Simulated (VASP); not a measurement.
# SiGe2 (I4_1/amd) in VASP: single point with r2SCAN

Aim: the single point of SiGe2 with r2SCAN.

Program: VASP 6.6.1. These are calculated values, not measurements. Logs are shortened: lines on timing, memory, paths and dates and some standing lists are left out, and cuts for length are marked.

### 1 The cell of the first run

The structure is tetragonal, space group I4_1/amd (No. 141). Conventional cell: a = 4.212 Å, b = 4.212 Å, c = 13.048 Å, α = 90.00°, β = 90.00°, γ = 90.00°. Within 4.0 Å of Si (site symmetry -4m2) lie 12 Ge at 3.01 to 3.18 Å and 4 Si at 3.88 Å. Ge (site symmetry 2mm) has 3 Ge at 2.22 to 2.35 Å and 6 Si at 3.01 to 3.18 Å within 3.2 Å.

### 2 Single point, r2SCAN

The input, POSCAR:

```
SiGe2
1.0
    0.0000000000      4.2116390000      0.0000000000
    4.2116390000      0.0000000000      0.0000000000
    2.1058200000      2.1058200000     -6.5238340000
Si Ge
2 4
Direct
    0.0000000000      0.0000000000      0.0000000000
    0.7500000000      0.2500000000      0.5000000000
    0.4150000000      0.4150000000      0.1700000000
    0.1650000000      0.6650000000      0.6700000000
    0.3350000000      0.8350000000      0.3300000000
    0.5850000000      0.5850000000      0.8300000000
```

The input, INCAR.step1:

```
SYSTEM = SiGe2
ALGO = Normal
EDIFF = 1E-4
ENCUT = 520
GGA = PE
ISMEAR = 0
LASPH = .TRUE.
LCHARG = .FALSE.
LREAL = .FALSE.
LWAVE = .TRUE.
NBANDS = 41
NELM = 100
PREC = Accurate
SIGMA = 0.0197
```

The input, INCAR.step2:

```
SYSTEM = SiGe2
ALGO = Normal
EDIFF = 1E-7
ENCUT = 520
ISIF = 2
ISMEAR = 0
ISTART = 1
LASPH = .TRUE.
LCHARG = .FALSE.
LMIXTAU = .TRUE.
LREAL = .FALSE.
LWAVE = .FALSE.
METAGGA = R2SCAN
NBANDS = 41
NELM = 100
PREC = Accurate
SIGMA = 0.0197
```

The input, KPOINTS:

```
k-points
0
G
  6 6 6
  0 0 0
```

Potentials or basis: VASP PAW PBE potentials, release 64 (Si, Ge_d).

On the command line:

```bash
cat potpaw_PBE.64/Si/POTCAR potpaw_PBE.64/Ge_d/POTCAR > POTCAR
cp INCAR.step1 INCAR
mpirun -np 1 vasp_std > vasp.out
cp INCAR.step2 INCAR
mpirun -np 1 vasp_std > vasp.out
```

OUTCAR:

```text
SYSTEM = SiGe2
   EDIFF = 1E-7
   ENCUT = 520
   ISIF = 2
   ISMEAR = 0
   ISTART = 1
   LASPH = .TRUE.
   LREAL = .FALSE.
   METAGGA = R2SCAN
   NELM = 100
   PREC = Accurate

 ion  position               nearest neighbor table
   1  0.000  0.000  0.000-   4 3.01   5 3.01   5 3.01   4 3.01
   2  0.750  0.250  0.500-   3 3.01   6 3.01   6 3.01   3 3.01
   3  0.415  0.415  0.170-   6 2.22   5 2.35   5 2.35   2 3.01   2 3.01
   4  0.165  0.665  0.670-   5 2.22   6 2.35   6 2.35   1 3.01   1 3.01
   5  0.335  0.835  0.330-   4 2.22   3 2.35   3 2.35   1 3.01   1 3.01
   6  0.585  0.585  0.830-   3 2.22   4 2.35   4 2.35   2 3.01   2 3.01

  LATTYP: Found a body centered tetragonal cell.
 ALAT       =     4.2116390000
 C/A-ratio  =     3.0980024641

  Lattice vectors:

 A1 = (  -2.1058200000,   2.1058190000,   6.5238340000)
 A2 = (   2.1058190000,  -2.1058200000,   6.5238340000)
 A3 = (   2.1058200000,   2.1058200000,  -6.5238340000)

Analysis of symmetry for initial positions (statically):
=====================================================================
 Subroutine PRICEL returns:
 Original cell was already a primitive cell.

 Routine SETGRP: Setting up the symmetry group for a
 body centered tetragonal supercell.

 Subroutine GETGRP returns: Found 16 space group operations
 (whereof  8 operations were pure point group operations)
 out of a pool of 16 trial point group operations.

The static configuration has the point symmetry D_2d.
 The point group associated with its full space group is D_4h.

Analysis of symmetry for dynamics (positions and initial velocities):
=====================================================================
 Subroutine PRICEL returns:
 Original cell was already a primitive cell.

 Routine SETGRP: Setting up the symmetry group for a
 body centered tetragonal supercell.

 Subroutine GETGRP returns: Found 16 space group operations
 (whereof  8 operations were pure point group operations)
 out of a pool of 16 trial point group operations.

The dynamic configuration has the point symmetry D_2d.
 The point group associated with its full space group is D_4h.

 Subroutine INISYM returns: Found 16 space group operations
 (whereof  8 operations are pure point group operations),
 and found     1 'primitive' translations

----------------------------------------------------------------------------------------

                                     Primitive cell

  volume of cell :     115.7191

  direct lattice vectors                    reciprocal lattice vectors
     0.000000000  4.211639000  0.000000000     0.000000000  0.237437254  0.076642066
     4.211639000  0.000000000  0.000000000     0.237437254  0.000000000  0.076642066
     2.105820000  2.105820000 -6.523834000     0.000000000  0.000000000 -0.153284096

  length of vectors
     4.211639000  4.211639000  7.171427041     0.249500413  0.249500413  0.153284096

  position of ions in fractional coordinates (direct lattice)
     0.000000000  0.000000000  0.000000000
     0.750000000  0.250000000  0.500000000
     0.415000000  0.415000000  0.170000000
     0.165000000  0.665000000  0.670000000
     0.335000000  0.835000000  0.330000000
     0.585000000  0.585000000  0.830000000

  ion indices of the primitive-cell ions
   primitive index   ion index
                 1           1
                 2           2
                 3           3
                 4           4
                 5           5
                 6           6

----------------------------------------------------------------------------------------

 KPOINTS: k-points

Automatic generation of k-mesh.
 Grid dimensions read from file:
 generate k-points for:    6    6    6

 Generating k-lattice:

  Cartesian coordinates                     Fractional coordinates (reciprocal lattice)
     0.000000000  0.039572876  0.012773678     0.166666667  0.000000000 -0.000000000
     0.039572876  0.000000000  0.012773678     0.000000000  0.166666667 -0.000000000
     0.000000000  0.000000000 -0.025547349     0.000000000  0.000000000  0.166666667

  Length of vectors
     0.041583402  0.041583402  0.025547349

  Shift w.r.t. Gamma in fractional coordinates (k-lattice)
     0.000000000  0.000000000  0.000000000

 Subroutine IBZKPT returns following result:
 ===========================================

 Found     30 irreducible k-points:

 Following reciprocal coordinates:
            Coordinates               Weight
  0.000000  0.000000  0.000000      1.000000
  0.166667  0.000000  0.000000      8.000000
  0.333333  0.000000  0.000000      8.000000
  0.500000  0.000000  0.000000      4.000000
  0.166667  0.166667  0.000000      8.000000
  0.333333  0.166667  0.000000     16.000000
[... 16 lines left out ...]
 -0.333333 -0.333333  0.166667      4.000000
 -0.166667 -0.333333  0.166667     16.000000
 [... further k-points ...]
   k-points           NKPTS =     30   k-points in BZ     NKDIM =     30   number of bands    NBANDS=     41
   number of dos      NEDOS =    301   number of ions     NIONS =      6
   total plane-waves  NPLWV =  55296
   dimension x,y,z NGX =    32 NGY =   32 NGZ =   54
   dimension x,y,z NGXF=    64 NGYF=   64 NGZF=  108
   ions per type =               2   4
   NGX,Y,Z   is equivalent  to a cutoff of  12.63, 12.63, 12.52 a.u.
   NGXF,Y,Z  is equivalent  to a cutoff of  25.26, 25.26, 25.04 a.u.
 SYSTEM =  SiGe2
   PREC   = accura    normal or accurate (medium, high low for compatibility)
   ISTART =      1    job   : 0-new  1-cont  2-samecut
   ICHARG =      0    charge: 1-file 2-atom 10-const
   ISPIN  =      1    spin polarized calculation?
   LNONCOLLINEAR =      F non collinear calculations
   LSORBIT =      F    spin-orbit coupling
   LASPH  =      T    aspherical Exc in radial PAW
   ENCUT  =  520.0 eV  38.22 Ry    6.18 a.u.   7.83  7.83 13.33*2*pi/ulx,y,z
   NELM   =    100;   NELMIN=  2; NELMDL=  0     # of ELM steps
   EDIFF  = 0.1E-06   stopping-criterion for ELM
   LREAL  =      F    real-space projection
   EDIFFG = 0.1E-05   stopping-criterion for IOM
   NSW    =      0    number of steps for IOM
   IBRION =     -1    ionic relax: 0-MD 1-quasi-New 2-CG
   NFREE  =      0    steps in history (QN), initial steepest desc. (CG)
   ISIF   =      2    stress and relaxation
   ISYM   =      2    0-nonsym 1-usesym 2-fastsym
   POTIM  = 0.5000    time-step for ionic-motion
   TEBEG  =    0.0;   TEEND  =   0.0 temperature during run
   PSTRESS=    0.0 pullay stress
   NELECT =      64.0000    total number of electrons
   NUPDOWN=      -1.0000    fix difference up-down
   EMIN   =  10.00;   EMAX   =-10.00  energy-range for DOS
   EFERMI =   0.00;   METHOD = LEGACY
   ISMEAR =     0;   SIGMA  =   0.02  broadening in eV -4-tet -1-fermi 0-gaus
   EFERMI_NEDOS =   21; number of points for ismear=-14 and -15
   IALGO  =     38    algorithm
   IMIX   =      4    mixing-type and parameters
     AMIX     =   0.40;   BMIX     =  1.00
     AMIX_MAG =   1.60;   BMIX_MAG =  1.00
  volume/ion in A,a.u.               =      19.29       130.15
  Fermi-wavevector in a.u.,A,eV,Ry     =   1.343795  2.539405 24.569205  1.805786
  Thomas-Fermi vector in A             =   2.471840
   LORBIT       =      0    0 simple, 1 ext, 2 COOP (PROOUT), +10 PAW based schemes
   METAGGA = R2SCAN    functional components
   LHFCALC =     F    Hartree Fock is set to
   AEXX    =    0.0000 exact exchange contribution
   IVDW    =     0    specifies the selected vdW correction
   LEPSILON=     F    determine dielectric tensor
   LRPA    =     F    only Hartree local field effects (RPA)
 non-spin polarized calculation
 Gauss-broadening in eV      SIGMA  =   0.02
  energy-cutoff  :      520.00
  volume of cell :      115.72
 maximum number of plane-waves:      3134
   NGX = 15   NGY = 15   NGZ = 27

 number of electron      64.0000041 magnetization

 Free energy of the ion-electron system (eV)
  ---------------------------------------------------
  ext. energy  EPLUGINS =         0.00000000
  ---------------------------------------------------
  free energy    TOTEN  =       -66.51154378 eV

  energy without entropy =      -66.51080644  energy(sigma->0) =      -66.51117511

 E-fermi :   6.6127     XC(G=0): -11.5239

 val. band max:        6.5984487474   @ k =  -0.3333   0.1667  -0.0000
 cond. band min:       6.6368786023   @ k =   0.5000   0.1667   0.0000
 fundamental gap:      0.0384298550
 Fermi energy:         6.6127404692

 k-point     1 :       0.0000    0.0000    0.0000
  band No.  band energies     occupation
      1     -19.4434      2.00000
      2     -19.3677      2.00000
      3     -19.3024      2.00000
      4     -19.2943      2.00000
      5     -19.2943      2.00000
      6     -19.2719      2.00000
[... 33 lines left out ...]
     40      10.6683      0.00000
     41      11.5585      0.00000

 k-point     2 :       0.1667    0.0000    0.0000
  band No.  band energies     occupation
      1     -19.4469      2.00000
      2     -19.3785      2.00000
      3     -19.3124      2.00000
      4     -19.3030      2.00000
      5     -19.2964      2.00000
      6     -19.2789      2.00000
[... 33 lines left out ...]
     40      10.3836      0.00000
     41      11.4186      0.00000

 k-point     3 :       0.3333    0.0000    0.0000
  band No.  band energies     occupation
      1     -19.4521      2.00000
      2     -19.4088      2.00000
      3     -19.3253      2.00000
      4     -19.3150      2.00000
      5     -19.2991      2.00000
      6     -19.2812      2.00000
[... 33 lines left out ...]
     40      10.3356      0.00000
     41      11.6601      0.00000

 k-point     4 :       0.5000    0.0000    0.0000
  band No.  band energies     occupation
      1     -19.4515      2.00000
      2     -19.4282      2.00000
      3     -19.3306      2.00000
      4     -19.3177      2.00000
      5     -19.2999      2.00000
      6     -19.2812      2.00000
[... 825 lines left out ...]
     40      11.7919      0.00000
     41      11.8930      0.00000

 k-point    23 :      -0.3333   -0.3333    0.1667
  band No.  band energies     occupation
      1     -19.4453      2.00000
      2     -19.4453      2.00000
      3     -19.3512      2.00000
      4     -19.3512      2.00000
      5     -19.2946      2.00000
      6     -19.2945      2.00000
[... 33 lines left out ...]
     40      11.6373      0.00000
     41      12.9491      0.00000

 k-point    24 :      -0.1667   -0.3333    0.1667
  band No.  band energies     occupation
      1     -19.4419      2.00000
      2     -19.4286      2.00000
      3     -19.3376      2.00000
      4     -19.3257      2.00000
      5     -19.2963      2.00000
      6     -19.2918      2.00000
[... 33 lines left out ...]
     40      11.3365      0.00000
     41      11.9747      0.00000

 [... further k-points ...]

------------------------ aborting loop because EDIFF is reached ----------------------------------------

  FORCE on cell =-STRESS in cart. coord.  units (eV):
  Direction    XX          YY          ZZ          XY          YZ          ZX
  --------------------------------------------------------------------------------------
  -------------------------------------------------------------------------------------
  Total        3.0129241      3.0129241     12.1661261      0.0000000     -0.0000009     -0.0000009
  in kB       41.7151300     41.7151300    168.4448416      0.0000000     -0.0000129     -0.0000129
  external PRESSURE =      83.9583672 kB  Pullay stress =       0.0000000 kB

 VOLUME and BASIS-vectors are now :
 -----------------------------------------------------------------------------
  energy-cutoff  :      520.00
  volume of cell :      115.72
      direct lattice vectors                 reciprocal lattice vectors
     0.000000000  4.211639000  0.000000000     0.000000000  0.237437254  0.076642066
     4.211639000  0.000000000  0.000000000     0.237437254  0.000000000  0.076642066
     2.105820000  2.105820000 -6.523834000     0.000000000  0.000000000 -0.153284096

 POSITION                                       TOTAL-FORCE (eV/Angst)
 -----------------------------------------------------------------------------------
      0.00000      0.00000      0.00000        -0.000000      0.000000     -0.000000
      2.10582      4.21164     -3.26192         0.000000     -0.000000     -0.000000
      2.10582      2.10582     -1.10905         0.000000      0.000000     -1.749578
      4.21164      2.10582     -4.37097         0.000000      0.000000     -1.749578
      4.21164      2.10582     -2.15287        -0.000000     -0.000000      1.749578
      4.21164      4.21164     -5.41478        -0.000000     -0.000000      1.749578
 -----------------------------------------------------------------------------------
    total drift:                                0.000000     -0.000000     -0.000000

  FREE ENERGIE OF THE ION-ELECTRON SYSTEM (eV)
  ---------------------------------------------------
  free  energy   TOTEN  =       -66.5115437758 eV

  energy  without entropy=      -66.5108064363  energy(sigma->0) =      -66.51117511
```

It took 11 min on 1 thread of Intel Xeon 8259CL, shared host; peak memory 0.3 GiB.

What came out:

* Free energy: -66.5115 eV
* Pressure: 8.4 GPa
* Largest force: 1.750 eV/Å
* Band gap on the k mesh: zero (bands 32 and 33 overlap by 0.81 eV)

Forces in eV/Å, atoms in the order of the input:
```
Si   0.000  0.000  0.000
Si   0.000  0.000  0.000
Ge   0.000  0.000 -1.750
Ge   0.000  0.000 -1.750
Ge   0.000  0.000  1.750
Ge   0.000  0.000  1.750
```

Caveat: the cell stands under pressure; the PAW data sets were made with another functional, which shifts forces and pressure a little.
